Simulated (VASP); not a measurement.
Crystal: ScGaS.

```
Sc Ga S
1.0
     4.05718    0.00000    0.00000
     0.00000    4.05718    0.00000
     0.00000    0.00000    7.75761
Sc Ga S
2 2 2
Direct
  0.50000 0.00000 0.65000
  0.00000 0.50000 0.35000
  0.00000 0.00000 0.00000
  0.50000 0.50000 0.00000
  0.50000 0.00000 0.22200
  0.00000 0.50000 0.77800
```

The cell was generated, and may not be a known phase.

```yaml
Program: VASP 6.6.1
Task: relaxation of cell and atoms
Functional: PBE
Potentials_or_basis: VASP PAW PBE potentials, release 64 (Sc_sv, Ga_d, S)
Cutoff: 600 eV
k_mesh: 4 × 4 × 2
Occupations: gaussian, width 0.1 eV
Spin: no spin polarisation
```

At the start: pressure -3.7 GPa; volume 21.28 Å³/atom.

**Question.** Where does the relaxation end?

**Answer.** Over 19 steps the energy falls by 876.7 meV/atom and the volume is 18.24 Å³/atom (-14.3 %); space group P4/nmm (No. 129, to 0.1 Å) before and after.

Step by step:
| step | energy change (eV) | largest force (eV/Å) | pressure (GPa) | volume (Å³) |
| --- | --- | --- | --- | --- |
| 1 | 0.0000 | 3.6253 | -3.75 | 127.70 |
| 2 | -1.5979 | 3.7518 | -2.88 | 118.66 |
| 3 | -3.6890 | 1.2126 | 19.40 | 93.53 |
| 4 | -3.9557 | 2.2103 | 7.66 | 100.52 |
| 5 | -3.9766 | 1.8397 | 10.68 | 98.26 |
| 6 | -4.7788 | 0.7713 | 4.89 | 104.06 |
| 7 | -5.0003 | 1.1575 | 2.17 | 108.77 |
| 8 | -5.0960 | 0.6097 | -0.72 | 112.10 |
| 9 | -5.1033 | 0.4386 | -1.78 | 113.49 |
| 10 | -5.1560 | 0.3363 | -0.99 | 111.92 |
| 11 | -5.2096 | 0.2987 | 1.00 | 108.66 |
| 12 | -5.2114 | 0.2924 | 1.47 | 107.99 |
| 13 | -5.2454 | 0.1872 | 0.28 | 109.06 |
| 14 | -5.2482 | 0.1370 | -0.16 | 109.47 |
| 15 | -5.2482 | 0.1406 | -0.14 | 109.44 |
| 16 | -5.2531 | 0.0847 | -0.08 | 109.42 |
| 17 | -5.2576 | 0.0265 | 0.00 | 109.38 |
| 18 | -5.2577 | 0.0563 | 0.03 | 109.37 |
| 19 | -5.2604 | 0.0168 | 0.11 | 109.45 |

Final structure:
```
Sc Ga S
1.0
     3.70196    0.00000    0.00000
     0.00000    3.70196    0.00000
     0.00000    0.00000    7.98626
Sc Ga S
2 2 2
Direct
  0.50000 0.00000 0.68859
  0.00000 0.50000 0.31141
  0.00000 0.00000 0.00000
  0.50000 0.50000 0.00000
  0.50000 0.00000 0.35889
  0.00000 0.50000 0.64111
```

Caveat: the k points lie up to 0.42 Å⁻¹ apart in the final cell, too coarse for converged energies and pressures of a metal.
